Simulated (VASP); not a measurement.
# AlGa3N4 (P-4) in VASP: a series of runs

AlGa3N4 is run at these levels: PBEsol; tasks: single point.

All numbers are computed with VASP 6.6.1; they aren't measurements. Logs are shortened: lines on timing, memory, paths and dates and some standing lists are left out, and cuts for length are marked.

**1. The cell of the first run**

The structure is tetragonal, space group P-4 (No. 81). The conventional cell has a = 4.468 Å, b = 4.468 Å, c = 4.572 Å, α = 90.00°, β = 90.00°, γ = 90.00°. Al (site symmetry -4) has 4 N at 1.91 Å within 2.5 Å. Within 2.6 Å of Ga (site symmetry 2) lie 4 N at 1.93 to 2.01 Å. Ga (site symmetry -4) has 4 N at 1.96 Å within 2.6 Å. Within 2.5 Å of N (site symmetry 1) lie 1 Al at 1.91 Å and 3 Ga at 1.93 to 2.01 Å.

**2. Single point, PBEsol (mode 4 frozen in at -0.165 Å, normal strain along x +0.0233)**

INCAR

```
PREC = Accurate ; ENCUT = 520
EDIFF = 1E-6 ; ISMEAR = 0
SIGMA = 0.05 ; LREAL = F
LASPH = T ; NELM = 100
ALGO = Normal ; ISIF = 2
LWAVE = F ; LCHARG = F
GGA = PS ; NBANDS = 41
```

KPOINTS

```
regular mesh
0
Gamma
  6 6 6
```

POSCAR

```
AlGa3N4
1.0
    4.5716719665      0.0000000000      0.0000000000
    0.0000000000      4.4675774128      0.0000000000
    0.0000000000      0.0000000000      4.4675774128
Al Ga N
1 3 4
Direct
    0.0000000000      0.0000000000      0.0000000000
    0.4631343825      0.5000000673      0.0000000000
    0.5368656175      0.0000000000      0.4999994893
    0.0000000000      0.4999999327      0.5000005107
    0.7550465856      0.7436685412      0.2335759052
    0.7550462288      0.2563311435      0.7664241363
    0.2449537297      0.7664242732      0.7436686781
    0.2449534559      0.2335760421      0.2563312804
```

Potentials or basis: VASP PAW PBE potentials, release 64 (Al, Ga_d, N).

The run is started by

```console
> cat potpaw_PBE.64/Al/POTCAR potpaw_PBE.64/Ga_d/POTCAR potpaw_PBE.64/N/POTCAR > POTCAR
> mpirun -np 1 vasp_std > vasp.out
```

OUTCAR:

```text
PREC = Accurate
   ENCUT = 520
   EDIFF = 1E-6
   ISMEAR = 0
   LREAL = F
   LASPH = T
   NELM = 100
   ISIF = 2
   GGA = PS

 ion  position               nearest neighbor table
   1  0.000  0.000  0.000-   8 1.91   5 1.91   6 1.91   7 1.91   3 3.08   2 3.08   2 3.08   3 3.08

   2  0.463  0.500  0.000-   7 1.93   8 1.93   6 2.01   5 2.01   1 3.08   1 3.08
   3  0.537  0.000  0.500-   5 1.93   6 1.93   8 2.01   7 2.01   1 3.08   1 3.08
   4  0.000  0.500  0.500-   6 1.96   7 1.96   8 1.96   5 1.96
   5  0.755  0.744  0.234-   1 1.91   3 1.93   4 1.96   2 2.01
   6  0.755  0.256  0.766-   1 1.91   3 1.93   4 1.96   2 2.01
   7  0.245  0.766  0.744-   1 1.91   2 1.93   4 1.96   3 2.01
   8  0.245  0.234  0.256-   1 1.91   2 1.93   4 1.96   3 2.01

  LATTYP: Found a simple tetragonal cell.
 ALAT       =     4.4675774128
 C/A-ratio  =     1.0233000000

  Lattice vectors:

 A1 = (   0.0000000000,   4.4675774128,   0.0000000000)
 A2 = (   0.0000000000,   0.0000000000,   4.4675774128)
 A3 = (   4.5716719665,   0.0000000000,   0.0000000000)

Analysis of symmetry for initial positions (statically):
=====================================================================
 Subroutine PRICEL returns:
 Original cell was already a primitive cell.

 Routine SETGRP: Setting up the symmetry group for a
 simple tetragonal supercell.

 Subroutine GETGRP returns: Found  4 space group operations
 (whereof  4 operations were pure point group operations)
 out of a pool of 16 trial point group operations.

The static configuration has the point symmetry S_4 .

Analysis of symmetry for dynamics (positions and initial velocities):
=====================================================================
 Subroutine PRICEL returns:
 Original cell was already a primitive cell.

 Routine SETGRP: Setting up the symmetry group for a
 simple tetragonal supercell.

 Subroutine GETGRP returns: Found  4 space group operations
 (whereof  4 operations were pure point group operations)
 out of a pool of 16 trial point group operations.

The dynamic configuration has the point symmetry S_4 .

 Subroutine INISYM returns: Found  4 space group operations
 (whereof  4 operations are pure point group operations),
 and found     1 'primitive' translations

----------------------------------------------------------------------------------------

                                     Primitive cell

  volume of cell :      91.2471

  direct lattice vectors                    reciprocal lattice vectors
     4.571671967  0.000000000  0.000000000     0.218738354  0.000000000  0.000000000
     0.000000000  4.467577413  0.000000000     0.000000000  0.223834957  0.000000000
     0.000000000  0.000000000  4.467577413     0.000000000  0.000000000  0.223834957

  length of vectors
     4.571671967  4.467577413  4.467577413     0.218738354  0.223834957  0.223834957

  position of ions in fractional coordinates (direct lattice)
     0.000000000  0.000000000  0.000000000
     0.463134383  0.500000067  0.000000000
     0.536865617  0.000000000  0.499999489
     0.000000000  0.499999933  0.500000511
     0.755046586  0.743668541  0.233575905
     0.755046229  0.256331143  0.766424136
     0.244953730  0.766424273  0.743668678
     0.244953456  0.233576042  0.256331280

  ion indices of the primitive-cell ions
   primitive index   ion index
                 1           1
                 2           2
                 3           3
                 4           4
                 5           5
                 6           6
                 7           7
                 8           8

----------------------------------------------------------------------------------------

 KPOINTS: regular mesh

Automatic generation of k-mesh.
 Grid dimensions read from file:
 generate k-points for:    6    6    6

 Generating k-lattice:

  Cartesian coordinates                     Fractional coordinates (reciprocal lattice)
     0.036456392  0.000000000  0.000000000     0.166666667  0.000000000  0.000000000
     0.000000000  0.037305826  0.000000000     0.000000000  0.166666667  0.000000000
     0.000000000  0.000000000  0.037305826     0.000000000  0.000000000  0.166666667

  Length of vectors
     0.036456392  0.037305826  0.037305826

  Shift w.r.t. Gamma in fractional coordinates (k-lattice)
     0.000000000  0.000000000  0.000000000

 Subroutine IBZKPT returns following result:
 ===========================================

 Found     44 irreducible k-points:

 Following reciprocal coordinates:
            Coordinates               Weight
  0.000000  0.000000  0.000000      1.000000
  0.166667  0.000000  0.000000      2.000000
  0.333333  0.000000  0.000000      2.000000
  0.500000  0.000000  0.000000      1.000000
  0.000000  0.166667  0.000000      4.000000
  0.166667  0.166667  0.000000      8.000000
[... 16 lines left out ...]
  0.166667  0.333333  0.166667      8.000000
 -0.166667 -0.333333  0.166667      8.000000
 [... further k-points ...]
   k-points           NKPTS =     44   k-points in BZ     NKDIM =     44   number of bands    NBANDS=     41
   number of dos      NEDOS =    301   number of ions     NIONS =      8
   total plane-waves  NPLWV =  46656
   dimension x,y,z NGX =    36 NGY =   36 NGZ =   36
   dimension x,y,z NGXF=    72 NGYF=   72 NGZF=   72
   ions per type =               1   3   4
   NGX,Y,Z   is equivalent  to a cutoff of  13.09, 13.40, 13.40 a.u.
   NGXF,Y,Z  is equivalent  to a cutoff of  26.18, 26.79, 26.79 a.u.
 SYSTEM =  unknown system
   PREC   = accura    normal or accurate (medium, high low for compatibility)
   ISTART =      0    job   : 0-new  1-cont  2-samecut
   ICHARG =      2    charge: 1-file 2-atom 10-const
   ISPIN  =      1    spin polarized calculation?
   LNONCOLLINEAR =      F non collinear calculations
   LSORBIT =      F    spin-orbit coupling
   LASPH  =      T    aspherical Exc in radial PAW
   ENCUT  =  520.0 eV  38.22 Ry    6.18 a.u.   8.50  8.31  8.31*2*pi/ulx,y,z
   NELM   =    100;   NELMIN=  2; NELMDL= -5     # of ELM steps
   EDIFF  = 0.1E-05   stopping-criterion for ELM
   LREAL  =      F    real-space projection
   EDIFFG = 0.1E-04   stopping-criterion for IOM
   NSW    =      0    number of steps for IOM
   IBRION =     -1    ionic relax: 0-MD 1-quasi-New 2-CG
   NFREE  =      0    steps in history (QN), initial steepest desc. (CG)
   ISIF   =      2    stress and relaxation
   ISYM   =      2    0-nonsym 1-usesym 2-fastsym
   POTIM  = 0.5000    time-step for ionic-motion
   TEBEG  =    0.0;   TEEND  =   0.0 temperature during run
   PSTRESS=    0.0 pullay stress
   NELECT =      62.0000    total number of electrons
   NUPDOWN=      -1.0000    fix difference up-down
   EMIN   =  10.00;   EMAX   =-10.00  energy-range for DOS
   EFERMI =   0.00;   METHOD = LEGACY
   ISMEAR =     0;   SIGMA  =   0.05  broadening in eV -4-tet -1-fermi 0-gaus
   EFERMI_NEDOS =   21; number of points for ismear=-14 and -15
   IALGO  =     38    algorithm
   IMIX   =      4    mixing-type and parameters
     AMIX     =   0.40;   BMIX     =  1.00
     AMIX_MAG =   1.60;   BMIX_MAG =  1.00
  volume/ion in A,a.u.               =      11.41        76.97
  Fermi-wavevector in a.u.,A,eV,Ry     =   1.439237  2.719764 28.183151  2.071403
  Thomas-Fermi vector in A             =   2.558115
   LORBIT       =      0    0 simple, 1 ext, 2 COOP (PROOUT), +10 PAW based schemes
   GGA     = PS    functional components
   LHFCALC =     F    Hartree Fock is set to
   AEXX    =    0.0000 exact exchange contribution
   IVDW    =     0    specifies the selected vdW correction
   LEPSILON=     F    determine dielectric tensor
   LRPA    =     F    only Hartree local field effects (RPA)
 non-spin polarized calculation
 Gauss-broadening in eV      SIGMA  =   0.05
  energy-cutoff  :      520.00
  volume of cell :       91.25
 maximum number of plane-waves:      2501
 NGX is ok and might be reduce to    36
   NGX = 17   NGY = 17   NGZ = 17

 number of electron      61.9999976 magnetization

 Free energy of the ion-electron system (eV)
  ---------------------------------------------------
  ext. energy  EPLUGINS =         0.00000000
  ---------------------------------------------------
  free energy    TOTEN  =       -54.64813241 eV

  energy without entropy =      -54.64813241  energy(sigma->0) =      -54.64813241

 E-fermi :   5.3294     XC(G=0): -11.6335

 val. band max:        5.1064165078   @ k =   0.0000   0.0000   0.0000
 cond. band min:       7.1673538872   @ k =   0.0000   0.0000   0.0000
 fundamental gap:      2.0609373795
 Fermi energy:         5.3294242176

 k-point     1 :       0.0000    0.0000    0.0000
  band No.  band energies     occupation
      1     -10.4378      2.00000
      2      -9.2663      2.00000
      3      -9.2145      2.00000
      4      -9.2145      2.00000
      5      -8.0630      2.00000
      6      -8.0432      2.00000
[... 33 lines left out ...]
     40      15.7385      0.00000
     41      15.7397      0.00000

 k-point     2 :       0.1667    0.0000    0.0000
  band No.  band energies     occupation
      1     -10.3334      2.00000
      2      -9.2992      2.00000
      3      -9.2154      2.00000
      4      -9.2154      2.00000
      5      -8.0580      2.00000
      6      -8.0416      2.00000
[... 33 lines left out ...]
     40      15.9539      0.00000
     41      16.0030      0.00000

 k-point     3 :       0.3333    0.0000    0.0000
  band No.  band energies     occupation
      1     -10.0556      2.00000
      2      -9.4217      2.00000
      3      -9.2172      2.00000
      4      -9.2172      2.00000
      5      -8.0342      2.00000
      6      -8.0342      2.00000
[... 875 lines left out ...]
      2      -9.3666      2.00000
      3      -9.2870      2.00000
      4      -9.2575      2.00000
      5      -8.0454      2.00000
      6      -8.0275      2.00000
[... 33 lines left out ...]
     40      15.3045      0.00000
     41      15.6159      0.00000

 k-point    24 :      -0.1667   -0.3333    0.1667
  band No.  band energies     occupation
      1      -9.8915      2.00000
      2      -9.3621      2.00000
      3      -9.2902      2.00000
      4      -9.2585      2.00000
      5      -8.0475      2.00000
      6      -8.0269      2.00000
[... 33 lines left out ...]
     40      15.2928      0.00000
     41      15.6545      0.00000

 [... further k-points ...]
[... 5 lines left out ...]
  --------------------------------------------------------------------------------------
  -------------------------------------------------------------------------------------
  Total       -4.1089026     -1.7643719     -1.7643719      0.0000000      0.0000007      0.0000000
  in kB      -72.1468202    -30.9800043    -30.9800043      0.0000000      0.0000125      0.0000000
  external PRESSURE =     -44.7022763 kB  Pullay stress =       0.0000000 kB

 VOLUME and BASIS-vectors are now :
 -----------------------------------------------------------------------------
  energy-cutoff  :      520.00
  volume of cell :       91.25
      direct lattice vectors                 reciprocal lattice vectors
     4.571671967  0.000000000  0.000000000     0.218738354  0.000000000  0.000000000
     0.000000000  4.467577413  0.000000000     0.000000000  0.223834957  0.000000000
     0.000000000  0.000000000  4.467577413     0.000000000  0.000000000  0.223834957

 POSITION                                       TOTAL-FORCE (eV/Angst)
 -----------------------------------------------------------------------------------
      0.00000      0.00000      0.00000         0.000000      0.000000      0.000000
      2.11730      2.23379      0.00000         1.462562      0.000000      0.000000
      2.45437      0.00000      2.23379        -1.462562      0.000000      0.000000
      0.00000      2.23379      2.23379         0.000000      0.000000      0.000000
      3.45183      3.32240      1.04352        -0.040213      0.150851      0.131401
      3.45182      1.14518      3.42406        -0.040213     -0.150851     -0.131401
      1.11985      3.42406      3.32240         0.040213     -0.131401      0.150851
      1.11985      1.04352      1.14518         0.040213      0.131401     -0.150851
 -----------------------------------------------------------------------------------
    total drift:                                0.000000     -0.000059      0.000001

  FREE ENERGIE OF THE ION-ELECTRON SYSTEM (eV)
  ---------------------------------------------------
  free  energy   TOTEN  =       -54.6481324070 eV

  energy  without entropy=      -54.6481324070  energy(sigma->0) =      -54.64813241
```

Run time: 4.8 min. Hardware: 1 thread of AMD EPYC 7R13, shared host; peak memory 0.25 GiB.

Results:

```yaml
Free_energy: -54.6481 eV
Pressure: -4.5 GPa
Largest_force: 1.463 eV/Å
Band_gap_on_the_k_mesh: 2.06 eV, direct
```

Forces in eV/Å, atoms in the order of the input:
```
Al   0.000  0.000  0.000
Ga   1.463  0.000  0.000
Ga  -1.463  0.000  0.000
Ga   0.000  0.000  0.000
N   -0.040  0.151  0.131
N   -0.040 -0.151 -0.131
N    0.040 -0.131  0.151
N    0.040  0.131 -0.151
```

Caveat: the cell differs from its parent crystal (mode 4 frozen in at -0.165 Å, normal strain along x +0.0233); the PAW data sets were made with another functional, which shifts forces and pressure a little.

**3. Single point, PBEsol (mode 4 frozen in at -0.247 Å, normal strain along x +0.0467)**

INCAR

```
SYSTEM = AlGa3N4
PREC = Accurate
ENCUT = 520
EDIFF = 1E-6
ISMEAR = 0
SIGMA = 0.05
LREAL = .FALSE.
LASPH = .TRUE.
NELM = 60
ALGO = Normal
ISIF = 2
LWAVE = .FALSE.
LCHARG = .TRUE.
GGA = PS
LELF = .TRUE.
LVHAR = .TRUE.
NBANDS = 41
```

KPOINTS

```
regular mesh
0
G
  6 6 6
  0 0 0
```

POSCAR

```
AlGa3N4
1.0
    4.6762132780      0.0000000000      0.0000000000
    0.0000000000      4.4675774128      0.0000000000
    0.0000000000      0.0000000000      4.4675774128
Al Ga N
1 3 4
Direct
    0.0000000000      0.0000000000      0.0000000000
    0.4447127655      0.5000001009      0.0000000000
    0.5552872345      0.0000000000      0.4999992340
    0.0000000000      0.4999998991      0.5000007660
    0.7550466747      0.7379830624      0.2278905155
    0.7550461397      0.2620164648      0.7721095468
    0.2449537981      0.7721097520      0.7379832676
    0.2449533875      0.2278907208      0.2620166701
```

Potentials or basis: VASP PAW PBE potentials, release 64 (Al, Ga_d, N).

The run is started by

```console
> cat potpaw_PBE.64/Al/POTCAR potpaw_PBE.64/Ga_d/POTCAR potpaw_PBE.64/N/POTCAR > POTCAR
> mpirun -np 1 vasp_std > vasp.out
```

It took 5.3 min on 1 thread of AMD EPYC 7R13, shared host; peak memory 0.25 GiB.

It converged, with:

```
Free energy            : -54.1666 eV
Pressure               : -8.2 GPa
Largest force          : 2.088 eV/Å
Band gap on the k mesh : 1.80 eV, direct
```

Forces in eV/Å, atoms in the order of the input:
```
Al   0.000  0.000  0.000
Ga   2.088  0.000  0.000
Ga  -2.088  0.000  0.000
Ga   0.000  0.000  0.000
N   -0.036  0.302  0.247
N   -0.036 -0.302 -0.247
N    0.036 -0.247  0.302
N    0.036  0.247 -0.302
```

Stress tensor (GPa, compression positive):
```
-13.69   0.00   0.00
  0.00  -5.41   0.00
  0.00   0.00  -5.41
```

Levels at points of the mesh, in eV from the valence-band top:
```csv
k point,band 29,band 30,band 31,band 32,band 33,band 34
"(0.00, 0.00, 0.00)",-0.19,0.00,0.00,1.80,2.98,2.98
"(0.50, 0.00, 0.00)",-1.29,-1.04,-1.04,4.38,4.46,5.55
"(0.00, 0.50, 0.00)",-1.46,-1.22,-1.21,4.46,4.56,5.73
"(0.50, 0.50, 0.00)",-1.02,-0.96,-0.73,5.99,6.10,6.30
"(0.00, 0.50, 0.50)",-0.75,-0.75,-0.44,5.83,5.83,6.20
"(0.50, 0.50, 0.50)",-0.66,-0.54,-0.48,4.29,4.29,4.51
```

Caveat: the cell differs from its parent crystal (mode 4 frozen in at -0.247 Å, normal strain along x +0.0467); the PAW data sets were made with another functional, which shifts forces and pressure a little.
